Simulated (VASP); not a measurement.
# CO (Pm-3m) in VASP: further runs

The runs below take CO through single point, with r2SCAN.

Program: VASP 6.6.1. These are calculated values, not measurements. Logs are shortened: lines on timing, memory, paths and dates and some standing lists are left out, and cuts for length are marked.

### 1 The cell of the first run

The structure is cubic, space group Pm-3m (No. 221). Conventional cell: a = 2.493 Å, b = 2.493 Å, c = 2.493 Å, α = 90.00°, β = 90.00°, γ = 90.00°. C (site symmetry m-3m) has 8 O at 2.16 Å and 6 C at 2.49 Å within 2.9 Å. O (site symmetry m-3m) has 8 C at 2.16 Å and 6 O at 2.49 Å within 2.9 Å.

### 2 Single point, r2SCAN

Input file POSCAR:

```
CO
1.0
    2.4929045836      0.0000000000      0.0000000000
    0.0000000000      2.4929045836      0.0000000000
    0.0000000000      0.0000000000      2.4929045836
C O
1 1
Direct
    0.0000000000      0.0000000000      0.0000000000
    0.5000000000      0.5000000000      0.5000000000
```

Input file INCAR.step1:

```
PREC     = Accurate       # precision mode
ENCUT    = 520            # plane-wave cutoff, eV
ISMEAR   = 0              # smearing method
SIGMA    = 0.1            # smearing width, eV
LREAL    = F              # projectors in reciprocal space
LASPH    = T              # aspherical terms in the spheres
NELM     = 80             # most SCF steps
NBANDS   = 12             # bands
GGA      = PE             # functional
ALGO     = Normal         # electronic algorithm
EDIFF    = 1E-4           # SCF threshold, eV
LWAVE    = T              # write WAVECAR
LCHARG   = F              # write CHGCAR
```

Input file INCAR.step2:

```
PREC     = Accurate       # precision mode
ENCUT    = 520            # plane-wave cutoff, eV
EDIFF    = 1E-7           # SCF threshold, eV
ISMEAR   = 0              # smearing method
SIGMA    = 0.1            # smearing width, eV
LREAL    = F              # projectors in reciprocal space
LASPH    = T              # aspherical terms in the spheres
NELM     = 80             # most SCF steps
ALGO     = Normal         # electronic algorithm
ISIF     = 2              # what is computed and relaxed
LWAVE    = F              # write WAVECAR
LCHARG   = F              # write CHGCAR
METAGGA  = R2SCAN         # meta-GGA
LMIXTAU  = T            
NBANDS   = 12             # bands
ISTART   = 1
```

Input file KPOINTS:

```
regular mesh
0
Gamma
  6 6 6
```

Potentials or basis: VASP PAW PBE potentials, release 64 (C, O).

The run is started by

```sh
cat potpaw_PBE.64/C/POTCAR potpaw_PBE.64/O/POTCAR > POTCAR
cp INCAR.step1 INCAR
mpirun -np 1 vasp_std > vasp.out
cp INCAR.step2 INCAR
mpirun -np 1 vasp_std > vasp.out
```

OUTCAR:

```text
PREC = Accurate
   ENCUT = 520
   EDIFF = 1E-7
   ISMEAR = 0
   LREAL = F
   LASPH = T
   NELM = 80
   ISIF = 2
   METAGGA = R2SCAN
   ISTART = 1

 ion  position               nearest neighbor table
   1  0.000  0.000  0.000-
   2  0.500  0.500  0.500-

  LATTYP: Found a simple cubic cell.
 ALAT       =     2.4929045836

  Lattice vectors:

 A1 = (   2.4929045836,   0.0000000000,   0.0000000000)
 A2 = (   0.0000000000,   2.4929045836,   0.0000000000)
 A3 = (   0.0000000000,   0.0000000000,   2.4929045836)

Analysis of symmetry for initial positions (statically):
=====================================================================
 Subroutine PRICEL returns:
 Original cell was already a primitive cell.

 Routine SETGRP: Setting up the symmetry group for a
 simple cubic supercell.

 Subroutine GETGRP returns: Found 48 space group operations
 (whereof 48 operations were pure point group operations)
 out of a pool of 48 trial point group operations.

The static configuration has the point symmetry O_h .

Analysis of symmetry for dynamics (positions and initial velocities):
=====================================================================
 Subroutine PRICEL returns:
 Original cell was already a primitive cell.

 Routine SETGRP: Setting up the symmetry group for a
 simple cubic supercell.

 Subroutine GETGRP returns: Found 48 space group operations
 (whereof 48 operations were pure point group operations)
 out of a pool of 48 trial point group operations.

The dynamic configuration has the point symmetry O_h .

 Subroutine INISYM returns: Found 48 space group operations
 (whereof 48 operations are pure point group operations),
 and found     1 'primitive' translations

----------------------------------------------------------------------------------------

                                     Primitive cell

  volume of cell :      15.4923

  direct lattice vectors                    reciprocal lattice vectors
     2.492904584  0.000000000  0.000000000     0.401138498  0.000000000  0.000000000
     0.000000000  2.492904584  0.000000000     0.000000000  0.401138498  0.000000000
     0.000000000  0.000000000  2.492904584     0.000000000  0.000000000  0.401138498

  length of vectors
[... 82 lines left out ...]
   NFREE  =      0    steps in history (QN), initial steepest desc. (CG)
   ISIF   =      2    stress and relaxation
   ISYM   =      2    0-nonsym 1-usesym 2-fastsym
   POTIM  = 0.5000    time-step for ionic-motion
   TEBEG  =    0.0;   TEEND  =   0.0 temperature during run
   PSTRESS=    0.0 pullay stress
   NELECT =      10.0000    total number of electrons
   NUPDOWN=      -1.0000    fix difference up-down
   EMIN   =  10.00;   EMAX   =-10.00  energy-range for DOS
   EFERMI =   0.00;   METHOD = LEGACY
   ISMEAR =     0;   SIGMA  =   0.10  broadening in eV -4-tet -1-fermi 0-gaus
   EFERMI_NEDOS =   21; number of points for ismear=-14 and -15
   IALGO  =     38    algorithm
   IMIX   =      4    mixing-type and parameters
     AMIX     =   0.40;   BMIX     =  1.00
     AMIX_MAG =   1.60;   BMIX_MAG =  1.00
  volume/ion in A,a.u.               =       7.75        52.27
  Fermi-wavevector in a.u.,A,eV,Ry     =   1.414824  2.673630 27.235160  2.001728
  Thomas-Fermi vector in A             =   2.536326
   LORBIT       =      0    0 simple, 1 ext, 2 COOP (PROOUT), +10 PAW based schemes
   METAGGA = R2SCAN    functional components
   LHFCALC =     F    Hartree Fock is set to
   AEXX    =    0.0000 exact exchange contribution
   IVDW    =     0    specifies the selected vdW correction
   LEPSILON=     F    determine dielectric tensor
   LRPA    =     F    only Hartree local field effects (RPA)
 non-spin polarized calculation
 Gauss-broadening in eV      SIGMA  =   0.10
  energy-cutoff  :      520.00
  volume of cell :       15.49
 maximum number of plane-waves:       437
 NGX is ok and might be reduce to    20
   NGX =  9   NGY =  9   NGZ =  9

 number of electron       9.9999998 magnetization

 Free energy of the ion-electron system (eV)
  ---------------------------------------------------
  ext. energy  EPLUGINS =         0.00000000
  ---------------------------------------------------
  free energy    TOTEN  =        -9.51024369 eV

  energy without entropy =       -9.50412250  energy(sigma->0) =       -9.50718309

 E-fermi :   4.6171     XC(G=0): -13.0714

 val. band max:        4.5822417277   @ k =   0.3333   0.1667   0.0000
 cond. band min:       4.7177223807   @ k =   0.5000   0.5000   0.3333
 fundamental gap:      0.1354806530
 Fermi energy:         4.6171007564

 k-point     1 :       0.0000    0.0000    0.0000
  band No.  band energies     occupation
      1     -17.0942      2.00000
      2      -3.2464      2.00000
      3       1.9100      2.00000
      4       1.9100      2.00000
      5       1.9100      2.00000
      6      10.1686      0.00000
      7      10.1686      0.00000
      8      10.1686      0.00000
      9      19.9252      0.00000
     10      19.9252      0.00000
     11      30.8587      0.00000
     12      39.1456      0.00000
[... 271 lines left out ...]
 k-point    20 :       0.5000    0.5000    0.5000
  band No.  band energies     occupation
      1     -12.5748      2.00000
      2      -1.2359      2.00000
      3       0.6914      2.00000
      4       0.6914      2.00000
      5       0.6914      2.00000
      6       3.0870      2.00000
      7       3.0870      2.00000
      8       3.0870      2.00000
      9      29.0082      0.00000
     10      29.0082      0.00000
     11      29.0082      0.00000
     12      35.2107      0.00000

------------------------ aborting loop because EDIFF is reached ----------------------------------------

  FORCE on cell =-STRESS in cart. coord.  units (eV):
  Direction    XX          YY          ZZ          XY          YZ          ZX
  --------------------------------------------------------------------------------------
  -------------------------------------------------------------------------------------
  Total       -0.0190449     -0.0190449     -0.0190449      0.0000000      0.0000000     -0.0000000
  in kB       -1.9695763     -1.9695763     -1.9695763      0.0000000      0.0000000     -0.0000000
  external PRESSURE =      -1.9695763 kB  Pullay stress =       0.0000000 kB

 VOLUME and BASIS-vectors are now :
 -----------------------------------------------------------------------------
  energy-cutoff  :      520.00
  volume of cell :       15.49
      direct lattice vectors                 reciprocal lattice vectors
     2.492904584  0.000000000  0.000000000     0.401138498  0.000000000  0.000000000
     0.000000000  2.492904584  0.000000000     0.000000000  0.401138498  0.000000000
     0.000000000  0.000000000  2.492904584     0.000000000  0.000000000  0.401138498

 POSITION                                       TOTAL-FORCE (eV/Angst)
 -----------------------------------------------------------------------------------
      0.00000      0.00000      0.00000         0.000000      0.000000      0.000000
      1.24645      1.24645      1.24645         0.000000      0.000000      0.000000
 -----------------------------------------------------------------------------------
    total drift:                                0.000000      0.000000      0.000000

  FREE ENERGIE OF THE ION-ELECTRON SYSTEM (eV)
  ---------------------------------------------------
  free  energy   TOTEN  =        -9.5102436918 eV

  energy  without entropy=       -9.5041224959  energy(sigma->0) =       -9.50718309
```

OSZICAR.step1:

```text
N       E                     dE             d eps       ncg     rms          rms(c)
DAV:   1     0.191728508089E+02    0.19173E+02   -0.60552E+03   480   0.829E+02
DAV:   2    -0.844617668454E+01   -0.27619E+02   -0.25895E+02   616   0.143E+02
DAV:   3    -0.905731995891E+01   -0.61114E+00   -0.60990E+00   584   0.191E+01
DAV:   4    -0.905854168115E+01   -0.12217E-02   -0.12217E-02   520   0.104E+00
DAV:   5    -0.905854388341E+01   -0.22023E-05   -0.22024E-05   492   0.417E-02    0.713E+00
DAV:   6    -0.914915293094E+01   -0.90609E-01   -0.24151E+01   504   0.196E+01    0.939E+00
DAV:   7    -0.813492334262E+01    0.10142E+01   -0.10463E+01   528   0.106E+01    0.109E+00
DAV:   8    -0.815126309139E+01   -0.16340E-01   -0.81576E-02   500   0.255E+00    0.123E+00
DAV:   9    -0.815108036980E+01    0.18272E-03   -0.13232E-04   476   0.115E-01    0.122E+00
DAV:  10    -0.812039318880E+01    0.30687E-01   -0.17958E-01   500   0.195E+00    0.449E-01
DAV:  11    -0.812051546221E+01   -0.12227E-03   -0.25192E-03   544   0.453E-01    0.328E-01
DAV:  12    -0.812040041569E+01    0.11505E-03   -0.66360E-04   512   0.207E-01    0.176E-01
DAV:  13    -0.812037567796E+01    0.24738E-04   -0.51718E-04   524   0.226E-01
   1 F= -.81203757E+01 E0= -.81165155E+01  d E =-.772041E-02
```

It took 15 s on 1 thread of Intel Xeon Platinum 8259CL at 2.50GHz (Skylake/Cascade Lake), shared host; peak memory 0.12 GiB.

Results:

| Quantity | Value |
| --- | --- |
| Free energy | -9.5102 eV |
| Pressure | -0.2 GPa |
| Band gap on the k mesh | zero (band 5 reaches 4.91 eV, above the bottom of band 6 at 3.09 eV) |

Caveat: the k points lie up to 0.42 Å⁻¹ apart; the PAW data sets were made with another functional, which shifts forces and pressure a little.

### 3 Single point, r2SCAN

This run uses another cell than the first one, of 12.24 Å³/atom, 1.580 times its volume.

Input file POSCAR:

```
CO
1.0
    2.9037463942      0.0000000000      0.0000000000
    0.0000000000      2.9037463942      0.0000000000
    0.0000000000      0.0000000000      2.9037463942
C O
1 1
Direct
    0.0000000000      0.0000000000      0.0000000000
    0.5000000000      0.5000000000      0.5000000000
```

Input file INCAR.step1:

```
PREC = Accurate ; ENCUT = 520
ISMEAR = 0 ; SIGMA = 0.1
LREAL = False ; LASPH = True
NELM = 60 ; NBANDS = 12
GGA = PE ; ALGO = Normal
EDIFF = 1E-4 ; LWAVE = True
LCHARG = False
```

Input file INCAR.step2:

```
PREC = Accurate ; ENCUT = 520
EDIFF = 1E-6 ; ISMEAR = 0
SIGMA = 0.1 ; LREAL = False
LASPH = True ; NELM = 60
ALGO = Normal ; ISIF = 2
LWAVE = False ; LCHARG = False
METAGGA = R2SCAN ; LMIXTAU = True
NBANDS = 12 ; ISTART = 1
```

Input file KPOINTS:

```
Automatic mesh
0
Gamma
  6 6 6
```

Potentials or basis: VASP PAW PBE potentials, release 64 (C, O).

The run is started by

```sh
cat potpaw_PBE.64/C/POTCAR potpaw_PBE.64/O/POTCAR > POTCAR
cp INCAR.step1 INCAR
mpirun -np 1 vasp_std > vasp.out
cp INCAR.step2 INCAR
mpirun -np 1 vasp_std > vasp.out
```

Wall time 18 s (1 thread of Intel Xeon Platinum 8259CL at 2.50GHz (Skylake/Cascade Lake), shared host); peak memory 0.13 GiB.

Results (log left out):

* Free energy: -8.2507 eV
* Pressure: -30.4 GPa
* Band gap on the k mesh: zero (band 5 reaches -0.07 eV, above the bottom of band 6 at -0.56 eV)

Levels at points of the mesh, in eV from the Fermi level:
| k point | band 3 | band 4 | band 5 | band 6 | band 7 | band 8 |
| --- | --- | --- | --- | --- | --- | --- |
| (0.00, 0.00, 0.00) | -1.30 | -1.30 | -1.30 | 3.23 | 3.23 | 3.23 |
| (0.50, 0.00, 0.00) | -0.63 | -0.42 | -0.22 | -0.22 | 2.14 | 2.14 |
| (0.50, 0.50, 0.00) | -4.04 | -4.04 | 0.02 | 2.56 | 2.58 | 2.58 |
| (0.50, 0.50, 0.50) | -1.78 | -1.78 | -1.78 | -0.46 | -0.46 | -0.46 |

Caveat: the k points lie up to 0.36 Å⁻¹ apart; the PAW data sets were made with another functional, which shifts forces and pressure a little.
